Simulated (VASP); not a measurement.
Runs of VASP 6.6.1 on Mo. The structure is that of space group Fm-3m (No. 225), or close to it. The cells are those of the table. 

| task | cell | k mesh | cutoff (eV) | gap on the mesh (eV) | pressure (GPa) | relaxed volume (Å³/atom) |
| --- | --- | --- | --- | --- | --- | --- |
| single point | a = 2.898 Å, angles 122.4, 122.4, 85.8°, 1 atom | 8 × 8 × 8 | 520 | none | -6.5 | - |
| relaxation of cell and atoms | relaxed from a = 2.869 Å, angles 60.0°, 1 atom | 8 × 8 × 8 | 500 | none | -0.2 | (a) |
| single point | a = 2.869 Å, angles 60.0°, 1 atom | 8 × 8 × 8 | 500 | none | -8.5 | - |
| single point | a = 2.830 Å, angles 60.0°, 1 atom | 8 × 8 × 8 | 500 | none | 0.4 | - |
| relaxation of cell and atoms | relaxed from a = 2.898 Å, angles 122.4, 122.4, 85.8°, 1 atom | 8 × 8 × 8 | 600 | none | 0.0 | 16.20 |
| single point | a = 2.830 Å, angles 60.0°, 1 atom | 18 × 18 × 18 | 500 | none | (b) | - |

Alike in all rows: level PBE; potentials or basis VASP PAW PBE potentials, release 64 (Mo_sv); no spin polarisation; smearing gaussian 0.1 eV.

Q: Estimate the missing entries.

A: (a) 16.07; (b) 0.5.

Caveats: some runs use coarse meshes.

A k mesh can miss the band edges, and the runs leave out spin-orbit coupling on Mo.

A gap of «none» marks levels without a gap at the run's occupations.
